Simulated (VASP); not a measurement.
# La3AlN4 (Pm) in VASP: relaxation of cell and atoms with PBE

Aim: the relaxation of cell and atoms of La3AlN4 with PBE.

Everything below comes from runs of VASP 6.6.1. Logs are shortened: lines on timing, memory, paths and dates and some standing lists are left out, and cuts for length are marked.

## 1. The cell of the first run

The structure is monoclinic, space group Pm (No. 6). The conventional cell has a = 6.405 Å, b = 3.922 Å, c = 6.794 Å, α = 90.00°, β = 90.00°, γ = 90.00°. Within 3.2 Å of Al (site symmetry m) lie 4 N at 2.40 Å. La (site symmetry m) has 4 N at 2.40 Å within 3.2 Å. La (site symmetry m) has 4 N at 2.40 Å within 3.2 Å. Within 3.2 Å of La (site symmetry m) lie 4 N at 2.40 Å. Within 3.2 Å of N (site symmetry m) lie 3 La at 2.40 Å and 1 Al at 2.40 Å. N (site symmetry m) has 4 La at 2.40 Å within 3.2 Å. N (site symmetry m) has 2 Al at 2.40 Å and 2 La at 2.40 Å within 3.2 Å. N (site symmetry m) has 3 La at 2.40 Å and 1 Al at 2.40 Å within 3.2 Å.

## 2. Relaxation of cell and atoms, PBE

File INCAR:

```
SYSTEM = La3AlN4
PREC = Accurate
ENCUT = 600
EDIFF = 1E-7
ISMEAR = -1
SIGMA = 0.02
LREAL = .False.
LASPH = .True.
NELM = 200
ALGO = Normal
ISIF = 3
LWAVE = .False.
LCHARG = .False.
GGA = PE
IBRION = 2
NSW = 80
EDIFFG = -0.005
GGA_COMPAT = .False.
NELMIN = 4
LMAXMIX = 6
```

File KPOINTS:

```
Automatic mesh
0
Gamma
  4 6 4
  0 0 0
```

File POSCAR:

```
La3AlN4
1.0
    6.4050268209      0.0000000000      0.0000000000
    0.0000000000      3.9222454506      0.0000000000
    0.0000000000      0.0000000000      6.7935284002
Al La N
1 3 4
Direct
    0.0000000000      0.0000000000      0.6666666667
    0.0000000000      0.5000000000      0.1666666667
    0.5000000000      0.5000000000      0.8333333333
    0.5000000000      0.0000000000      0.3333333333
    0.6250000000      0.0000000000      0.6666666667
    0.6250000000      0.5000000000      0.1666666667
    0.1250000000      0.5000000000      0.8333333333
    0.1250000000      0.0000000000      0.3333333333
```

Potentials or basis: VASP PAW PBE potentials, release 64 (Al, La, N).

Run with:

```sh
> cat potpaw_PBE.64/Al/POTCAR potpaw_PBE.64/La/POTCAR potpaw_PBE.64/N/POTCAR > POTCAR
> mpirun -np 1 vasp_std > vasp.out
```

OUTCAR:

```text
SYSTEM = La3AlN4
   PREC = Accurate
   ENCUT = 600
   EDIFF = 1E-7
   ISMEAR = -1
   LREAL = .False.
   LASPH = .True.
   NELM = 200
   ISIF = 3
   GGA = PE
   IBRION = 2
   NSW = 80
   EDIFFG = -0.005
   NELMIN = 4

 ion  position               nearest neighbor table
   1  0.000  0.000  0.667-   7 2.40   7 2.40   8 2.40   5 2.40
   2  0.000  0.500  0.167-   8 2.40   8 2.40   7 2.40   6 2.40
   3  0.500  0.500  0.833-   5 2.40   5 2.40   6 2.40   7 2.40
   4  0.500  0.000  0.333-   6 2.40   6 2.40   5 2.40   8 2.40
   5  0.625  0.000  0.667-   3 2.40   3 2.40   4 2.40   1 2.40
   6  0.625  0.500  0.167-   4 2.40   4 2.40   3 2.40   2 2.40
   7  0.125  0.500  0.833-   1 2.40   1 2.40   2 2.40   3 2.40
   8  0.125  0.000  0.333-   2 2.40   2 2.40   1 2.40   4 2.40

  LATTYP: Found a simple orthorhombic cell.
 ALAT       =     3.9222454506
 B/A-ratio  =     1.6330000000
 C/A-ratio  =     1.7320508076

  Lattice vectors:

 A1 = (   0.0000000000,  -3.9222454506,   0.0000000000)
 A2 = (   6.4050268209,   0.0000000000,   0.0000000000)
 A3 = (   0.0000000000,   0.0000000000,   6.7935284002)

Analysis of symmetry for initial positions (statically):
=====================================================================
 Subroutine PRICEL returns:
 Original cell was already a primitive cell.

 Routine SETGRP: Setting up the symmetry group for a
 simple orthorhombic supercell.

 Subroutine GETGRP returns: Found  2 space group operations
 (whereof  2 operations were pure point group operations)
 out of a pool of  8 trial point group operations.

The static configuration has the point symmetry C_1h.

Analysis of symmetry for dynamics (positions and initial velocities):
=====================================================================
 Subroutine PRICEL returns:
 Original cell was already a primitive cell.

 Routine SETGRP: Setting up the symmetry group for a
 simple orthorhombic supercell.

 Subroutine GETGRP returns: Found  2 space group operations
 (whereof  2 operations were pure point group operations)
 out of a pool of  8 trial point group operations.

The dynamic configuration has the point symmetry C_1h.

 Subroutine INISYM returns: Found  2 space group operations
 (whereof  2 operations are pure point group operations),
 and found     1 'primitive' translations

----------------------------------------------------------------------------------------

                                     Primitive cell

  volume of cell :     170.6676

  direct lattice vectors                    reciprocal lattice vectors
     6.405026821  0.000000000  0.000000000     0.156127371  0.000000000  0.000000000
[... 118 lines left out ...]
     AMIX_MAG =   1.60;   BMIX_MAG =  1.00
  volume/ion in A,a.u.               =      21.33       143.97
  Fermi-wavevector in a.u.,A,eV,Ry     =   1.129156  2.133795 17.347325  1.274992
  Thomas-Fermi vector in A             =   2.265848
   LORBIT       =      0    0 simple, 1 ext, 2 COOP (PROOUT), +10 PAW based schemes
   GGA     = PE    functional components
   LHFCALC =     F    Hartree Fock is set to
   AEXX    =    0.0000 exact exchange contribution
   IVDW    =     0    specifies the selected vdW correction
   LEPSILON=     F    determine dielectric tensor
   LRPA    =     F    only Hartree local field effects (RPA)
 conjugate gradient relaxation of ions
 non-spin polarized calculation
  energy-cutoff  :      600.00
  volume of cell :      170.67
 maximum number of plane-waves:      5728
 NGX is ok and might be reduce to    54
   NGX = 25   NGY = 15   NGZ = 27

--------------------------------------- Ionic step        1  -------------------------------------------

 number of electron      56.0000001 magnetization

 Free energy of the ion-electron system (eV)
  ---------------------------------------------------
  ext. energy  EPLUGINS =         0.00000000
  ---------------------------------------------------
  free energy    TOTEN  =       -58.71260101 eV

  energy without entropy =      -58.71260010  energy(sigma->0) =      -58.71260055

------------------------ aborting loop because EDIFF is reached ----------------------------------------

  FORCE on cell =-STRESS in cart. coord.  units (eV):
  Direction    XX          YY          ZZ          XY          YZ          ZX
  --------------------------------------------------------------------------------------
  -------------------------------------------------------------------------------------
  Total       -7.0627398     -4.3904864     -4.4877932      0.0000000      0.0000000     -0.2467751
  in kB      -66.3029223    -41.2165941    -42.1300816      0.0000000      0.0000000     -2.3166518
  external PRESSURE =     -49.8831993 kB  Pullay stress =       0.0000000 kB
[... 107 lines left out ...]
  FREE ENERGIE OF THE ION-ELECTRON SYSTEM (eV)
  ---------------------------------------------------
  free  energy   TOTEN  =       -59.8692705090 eV

  energy  without entropy=      -59.8692704993  energy(sigma->0) =      -59.86927050

 E-fermi :   7.9009     XC(G=0): -10.1626

 val. band max:        7.6425202037   @ k =   0.0000   0.5000   0.5000
 cond. band min:       8.1592673043   @ k =   0.0000   0.0000   0.0000
 fundamental gap:      0.5167471006
 Fermi energy:         7.9008822186

 k-point     1 :       0.0000    0.0000    0.0000
  band No.  band energies     occupation
      1     -23.8646      2.00000
      2     -23.6117      2.00000
      3     -23.5168      2.00000
      4      -9.9262      2.00000
      5      -9.1642      2.00000
      6      -8.2403      2.00000
[... 853 lines left out ...]
     32      10.3387      0.00000
     33      10.5180      0.00000

 [... further k-points ...]

[... ionic steps 4 to 40 ...]

--------------------------------------- Ionic step       41  -------------------------------------------

 number of electron      56.0000001 magnetization

------------------------ aborting loop because EDIFF is reached ----------------------------------------
[... 79 lines left out ...]
--------------------------------------- Ionic step       43  -------------------------------------------

 number of electron      56.0000001 magnetization

 Free energy of the ion-electron system (eV)
  ---------------------------------------------------
  ext. energy  EPLUGINS =         0.00000000
  ---------------------------------------------------
  free energy    TOTEN  =       -60.85102666 eV

  energy without entropy =      -60.85102666  energy(sigma->0) =      -60.85102666

 E-fermi :   7.1779     XC(G=0):  -9.8951

 val. band max:        6.8138849761   @ k =   0.0000   0.5000   0.5000
 cond. band min:       7.5436258626   @ k =   0.0000   0.0000   0.0000
 fundamental gap:      0.7297408866
 Fermi energy:         7.1779004375

 k-point     1 :       0.0000    0.0000    0.0000
  band No.  band energies     occupation
      1     -24.7586      2.00000
      2     -24.4015      2.00000
      3     -24.2518      2.00000
      4     -10.0206      2.00000
      5      -9.5246      2.00000
      6      -9.0618      2.00000
[... 890 lines left out ...]
  FREE ENERGIE OF THE ION-ELECTRON SYSTEM (eV)
  ---------------------------------------------------
  free  energy   TOTEN  =       -60.8510266572 eV

  energy  without entropy=      -60.8510266570  energy(sigma->0) =      -60.85102666

 reached required accuracy - stopping structural energy minimisation
```

CONTCAR:

```text
La3AlN4
   1.00000000000000
     5.7836617033683178    0.0000000000000000    0.0614491425059701
     0.0000000000000000    3.7841145888565277    0.0000000000000000
     0.0753301783884592    0.0000000000000000    6.8654934600615576
  Al              La              N
     1     3     4
Direct
     0.0026897181201222    0.0000000000000000    0.6480293893738329
     0.0109700872923711    0.5000000000000000    0.1606856541713515
     0.5289482342317758    0.5000000000000000    0.8296772193578187
     0.5100243165983047    0.0000000000000000    0.3661054510241984
     0.6775661381858266    0.0000000000000000    0.6753893690727800
     0.5944841838512933    0.5000000000000000    0.1743630041544683
     0.0996450078601229    0.5000000000000000    0.7789205586171389
     0.0756723138601828    0.0000000000000000    0.3668293542284118

  0.00000000E+00  0.00000000E+00  0.00000000E+00
  0.00000000E+00  0.00000000E+00  0.00000000E+00
  0.00000000E+00  0.00000000E+00  0.00000000E+00
  0.00000000E+00  0.00000000E+00  0.00000000E+00
  0.00000000E+00  0.00000000E+00  0.00000000E+00
  0.00000000E+00  0.00000000E+00  0.00000000E+00
  0.00000000E+00  0.00000000E+00  0.00000000E+00
  0.00000000E+00  0.00000000E+00  0.00000000E+00
```

Wall time 1.8 h (1 thread of Intel Xeon 6975P-C (Granite Rapids), shared host); peak memory 0.54 GiB.

Results:

* Free energy: -60.8510 eV
* Relaxed volume: 18.78 Å³/atom
* Relaxed cell: a = 5.784 Å, b = 3.784 Å, c = 6.866 Å, α = 90.00°, β = 88.76°, γ = 90.00°
* Space group after relaxing (to 0.1 Å): Pm (No. 6)
* Energy gained by relaxing: 267.3 meV/atom
* Ionic steps: 43
* Pressure after relaxing: 0.0 GPa
* Largest force after relaxing: 0.004 eV/Å
* Band gap on the k mesh: 0.73 eV (least direct gap 1.29 eV)

Forces in eV/Å, atoms in the order of the input:
```
Al  -0.001  0.000  0.000
La   0.001  0.000 -0.001
La   0.002  0.000  0.002
La   0.001  0.000 -0.004
N    0.004  0.000  0.001
N   -0.002  0.000  0.002
N   -0.001  0.000  0.000
N   -0.003  0.000  0.001
```

The path:
```csv
step,energy change (eV),largest force (eV/Å),pressure (GPa),volume (Å³)
1,0.0000,2.3421,-4.99,170.67
3,-1.1567,2.3772,9.20,142.82
5,-1.7043,1.5296,8.84,141.03
7,-2.0454,0.2933,-0.49,151.82
9,-2.0564,0.2780,-0.26,151.46
11,-2.0752,0.6784,0.55,150.25
13,-2.0976,0.3349,0.08,150.84
15,-2.1185,0.1754,0.17,150.55
17,-2.1233,0.1411,0.07,150.59
19,-2.1279,0.0915,-0.19,150.84
21,-2.1306,0.1235,0.11,150.32
23,-2.1332,0.1072,-0.13,150.51
25,-2.1353,0.0712,0.19,150.03
27,-2.1365,0.0524,-0.15,150.49
29,-2.1373,0.0501,0.09,150.17
31,-2.1379,0.0365,-0.09,150.33
33,-2.1382,0.0286,0.09,150.10
35,-2.1383,0.0188,-0.04,150.24
37,-2.1383,0.0183,-0.02,150.24
39,-2.1384,0.0102,0.01,150.19
41,-2.1384,0.0113,0.00,150.22
43,-2.1384,0.0044,-0.02,150.24
```

Final structure:
```
CELL_PARAMETERS angstrom
5.78366 0.00000 0.06145
0.00000 3.78411 0.00000
0.07533 0.00000 6.86549
ATOMIC_POSITIONS crystal
Al 0.00269 0.00000 0.64803
La 0.01097 0.50000 0.16069
La 0.52895 0.50000 0.82968
La 0.51002 0.00000 0.36611
N 0.67757 0.00000 0.67539
N 0.59448 0.50000 0.17436
N 0.09964 0.50000 0.77892
N 0.07567 0.00000 0.36683
```

Caveat: semilocal functionals underestimate gaps, and a narrow one can read as zero; spin-orbit coupling is left out, which moves the levels of the heavy elements.
